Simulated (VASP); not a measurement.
# WS2 (R3m) in VASP: notebook, part 3 of 3

VASP 6.6.1. Earlier steps stand in the parts before.

**6. Single point, PBE+D3(BJ)**

This run uses another cell than the first one, of 16.03 Å³/atom.

Contents of INCAR:

```
SYSTEM = WS2
ALGO = Normal
EDIFF = 1E-7
ENCUT = 520
GGA = PE
ISIF = 2
ISMEAR = 0
IVDW = 12
LASPH = .TRUE.
LCHARG = .FALSE.
LREAL = .FALSE.
LWAVE = .FALSE.
NBANDS = 20
NELM = 100
PREC = Accurate
SIGMA = 0.05
```

Contents of KPOINTS:

```
k-points
0
G
  12 12 12
  0 0 0
```

Contents of POSCAR:

```
WS2
1.0
    1.5944000000      0.9205272692      5.4597666667
   -1.5944000000      0.9205272692      5.4597666667
    0.0000000000     -1.8410545384      5.4597666667
W S
1 2
Direct
    0.9993440419      0.9993440419      0.9993440419
    0.7527816504      0.7527816504      0.7527816504
    0.5791743077      0.5791743077      0.5791743077
```

Potentials or basis: VASP PAW PBE potentials, release 64 (W_sv, S).

On the command line:

```
$ cat potpaw_PBE.64/W_sv/POTCAR potpaw_PBE.64/S/POTCAR > POTCAR
$ mpirun -np 1 vasp_std > vasp.out
```

OUTCAR:

```text
SYSTEM = WS2
   EDIFF = 1E-7
   ENCUT = 520
   GGA = PE
   ISIF = 2
   ISMEAR = 0
   IVDW = 12
   LASPH = .TRUE.
   LREAL = .FALSE.
   NELM = 100
   PREC = Accurate
 IVDW          = 12

 ion  position               nearest neighbor table
   1  0.999  0.999  0.999-   2 2.33   2 2.33   2 2.33   3 2.33   3 2.33   3 2.33
   2  0.753  0.753  0.753-   1 2.33   1 2.33   1 2.33
   3  0.579  0.579  0.579-   1 2.33   1 2.33   1 2.33

  LATTYP: Found a trigonal (rhomboedric) cell.
 ALAT       =     5.7618168895
 COS(alpha) =     0.8468539984

  Lattice vectors:

 A1 = (   1.5944000000,   0.9205272692,   5.4597666667)
 A2 = (  -1.5944000000,   0.9205272692,   5.4597666667)
 A3 = (   0.0000000000,  -1.8410545384,   5.4597666667)

Analysis of symmetry for initial positions (statically):
=====================================================================
 Subroutine PRICEL returns:
 Original cell was already a primitive cell.

 Routine SETGRP: Setting up the symmetry group for a
 trigonal (rhombohedral) supercell.

 Subroutine GETGRP returns: Found  6 space group operations
 (whereof  6 operations were pure point group operations)
 out of a pool of 12 trial point group operations.

The static configuration has the point symmetry C_3v.

Analysis of symmetry for dynamics (positions and initial velocities):
=====================================================================
 Subroutine PRICEL returns:
 Original cell was already a primitive cell.

 Routine SETGRP: Setting up the symmetry group for a
 trigonal (rhombohedral) supercell.

 Subroutine GETGRP returns: Found  6 space group operations
 (whereof  6 operations were pure point group operations)
 out of a pool of 12 trial point group operations.

The dynamic configuration has the point symmetry C_3v.

 Subroutine INISYM returns: Found  6 space group operations
 (whereof  6 operations are pure point group operations),
[... 114 lines left out ...]
   EFERMI_NEDOS =   21; number of points for ismear=-14 and -15
   IALGO  =     38    algorithm
   IMIX   =      4    mixing-type and parameters
     AMIX     =   0.40;   BMIX     =  1.00
     AMIX_MAG =   1.60;   BMIX_MAG =  1.00
  volume/ion in A,a.u.               =      16.03       108.15
  Fermi-wavevector in a.u.,A,eV,Ry     =   1.333766  2.520452 24.203822  1.778931
  Thomas-Fermi vector in A             =   2.462599
   LORBIT       =      0    0 simple, 1 ext, 2 COOP (PROOUT), +10 PAW based schemes
   GGA     = PE    functional components
   LHFCALC =     F    Hartree Fock is set to
   AEXX    =    0.0000 exact exchange contribution
   IVDW    =    12    specifies the selected vdW correction
   LEPSILON=     F    determine dielectric tensor
   LRPA    =     F    only Hartree local field effects (RPA)
 non-spin polarized calculation
 Gauss-broadening in eV      SIGMA  =   0.05
  energy-cutoff  :      520.00
  volume of cell :       48.08
 maximum number of plane-waves:      1310
 NGX is ok and might be reduce to    48
   NGX = 21   NGY = 21   NGZ = 21

 number of electron      26.0000000 magnetization

 Free energy of the ion-electron system (eV)
  ---------------------------------------------------
  ext. energy  EPLUGINS =         0.00000000
  ---------------------------------------------------
  free energy    TOTEN  =       -22.99301109 eV

  energy without entropy =      -22.99265267  energy(sigma->0) =      -22.99283188

 E-fermi :   9.3488     XC(G=0): -11.5252

 val. band max:        9.2968445449   @ k =   0.1667   0.1667   0.1667
 cond. band min:       9.3663532372   @ k =  -0.1667   0.5000   0.1667
 fundamental gap:      0.0695086923
 Fermi energy:         9.3487735617

 k-point     1 :       0.0000    0.0000    0.0000
  band No.  band energies     occupation
      1     -65.6954      2.00000
      2     -29.9962      2.00000
      3     -29.9055      2.00000
      4     -29.9055      2.00000
      5      -7.5044      2.00000
      6      -4.4871      2.00000
[... 541 lines left out ...]
     19      17.0229      0.00000
     20      17.8337      0.00000

 [... further k-points ...]

------------------------ aborting loop because EDIFF is reached ----------------------------------------

 Edisp (eV)   -1.43105

 E8    (eV) :    -0.6031

  FORCE on cell =-STRESS in cart. coord.  units (eV):
  Direction    XX          YY          ZZ          XY          YZ          ZX
  --------------------------------------------------------------------------------------
  -------------------------------------------------------------------------------------
  Total       3.05893     3.05893     9.97431     0.00000     0.00000     0.00000
  in kB     101.93451   101.93451   332.37936     0.00000     0.00000     0.00000
  external pressure =      178.75 kB  Pullay stress =        0.00 kB

 VOLUME and BASIS-vectors are now :
 -----------------------------------------------------------------------------
  energy-cutoff  :      520.00
  volume of cell :       48.08
      direct lattice vectors                 reciprocal lattice vectors
     1.594400000  0.920527269  5.459766667     0.313597592  0.181055654  0.061052670
    -1.594400000  0.920527269  5.459766667    -0.313597592  0.181055654  0.061052670
     0.000000000 -1.841054538  5.459766667     0.000000000 -0.362111308  0.061052670

 POSITION                                       TOTAL-FORCE (eV/Angst)
 -----------------------------------------------------------------------------------
      0.00000      0.00000     16.36856         0.000000     -0.000000      0.002013
      0.00000      0.00000     12.33004         0.000000      0.000000      3.016639
      0.00000      0.00000      9.48647         0.000000      0.000000     -3.018652
 -----------------------------------------------------------------------------------
    total drift:                                0.000000     -0.000000     -0.000176

  FREE ENERGIE OF THE ION-ELECTRON SYSTEM (eV)
  ---------------------------------------------------
  free  energy   TOTEN  =       -24.4240562017 eV

  energy  without entropy=      -24.4236977837  energy(sigma->0) =      -24.42387699
```

OSZICAR:

```text
N       E                     dE             d eps       ncg     rms          rms(c)
DAV:   1     0.202362238745E+03    0.20236E+03   -0.13103E+04  7560   0.132E+03
DAV:   2    -0.137122584715E+02   -0.21607E+03   -0.20920E+03  8680   0.351E+02
DAV:   3    -0.240998449606E+02   -0.10388E+02   -0.10274E+02  9388   0.721E+01
DAV:   4    -0.242413063288E+02   -0.14146E+00   -0.14133E+00  9108   0.905E+00
DAV:   5    -0.242434853807E+02   -0.21791E-02   -0.21789E-02  9344   0.118E+00    0.319E+01
DAV:   6    -0.231135852109E+02    0.11299E+01   -0.50257E+00  8328   0.159E+01    0.135E+01
DAV:   7    -0.230186531506E+02    0.94932E-01   -0.77491E-01  7924   0.539E+00    0.621E+00
DAV:   8    -0.229949046506E+02    0.23748E-01   -0.15153E-01  8932   0.268E+00    0.144E+00
DAV:   9    -0.229931481557E+02    0.17565E-02   -0.88141E-03  9688   0.676E-01    0.579E-01
DAV:  10    -0.229929964222E+02    0.15173E-03   -0.32640E-03  8828   0.370E-01    0.764E-02
DAV:  11    -0.229929991541E+02   -0.27319E-05   -0.23328E-04  8688   0.107E-01    0.438E-02
DAV:  12    -0.229930092732E+02   -0.10119E-04   -0.28276E-05  8708   0.403E-02    0.160E-02
DAV:  13    -0.229930110097E+02   -0.17364E-05   -0.69167E-06  9124   0.197E-02    0.431E-03
DAV:  14    -0.229930110910E+02   -0.81384E-07   -0.46024E-07  8748   0.476E-03
   1 F= -.24424056E+02 E0= -.24423877E+02  d E =-.358418E-03
```

stdout:

```text
POSCAR found type information on POSCAR W S
 POSCAR found :  2 types and       3 ions
 scaLAPACK will be used
 LDA part: xc-table for (Slater+PW92), standard interpolation
 POSCAR, INCAR and KPOINTS ok, starting setup
 FFT: planning ... GRIDC
 FFT: planning ... GRID_SOFT
 FFT: planning ... GRID
 WAVECAR not read
 entering main loop
```

Wall time 15 min (1 thread of Intel Xeon 8259CL, shared host); peak memory 0.44 GiB.

Results:

| Item | Value |
| --- | --- |
| Free energy | -24.4241 eV |
| Pressure | 17.9 GPa |
| Largest force | 3.019 eV/Å |
| Band gap on the k mesh | zero (bands 13 and 14 overlap by 0.38 eV) |
| Dispersion energy per atom | -0.477 eV |

Forces on the atoms (eV/Å):
```
W    0.000  0.000  0.002
S    0.000  0.000  3.017
S    0.000  0.000 -3.019
```

Stress tensor (GPa, compression positive):
```
10.19  0.00  0.00
 0.00 10.19  0.00
 0.00  0.00 33.24
```

Caveat: the cell stands under pressure; spin-orbit coupling is left out, which moves the levels of the heavy elements; forces of over 1 eV/Å act on the atoms, so gaps and moduli don't describe the material at rest.

**7. The runs side by side**

| cell | gap on the mesh (eV) | pressure (GPa) | largest force (eV/Å) |
| --- | --- | --- | --- |
| a = 6.319 Å, angles 29.5°, 3 atoms | 0.93 | -6.0 | 0.41 |
| a = 6.587 Å, angles 27.7°, 3 atoms | 1.09 | -7.6 | 1.30 |
| a = 6.856 Å, angles 26.1°, 3 atoms | 1.07 | -8.5 | 2.09 |
| a = 5.500 Å, angles 34.4°, 3 atoms | none | 22.2 | 4.07 |
| a = 5.762 Å, angles 32.1°, 3 atoms | none | 17.9 | 3.02 |

Alike in all rows: task single point; level PBE+D3(BJ); potentials or basis VASP PAW PBE potentials, release 64 (W_sv, S); no spin polarisation; k mesh 12 × 12 × 12; cutoff (eV) 520; smearing gaussian 0.05 eV.

Caveats: spin-orbit coupling is left out, which moves the levels of the heavy elements; forces of over 1 eV/Å act on the atoms, so gaps and moduli don't describe the material at rest (at least some runs); the cell stands under tension (at least some runs); the cell stands under pressure (at least some runs).

Total energies depend on the potentials used, so only differences within one code and one set of settings carry meaning.
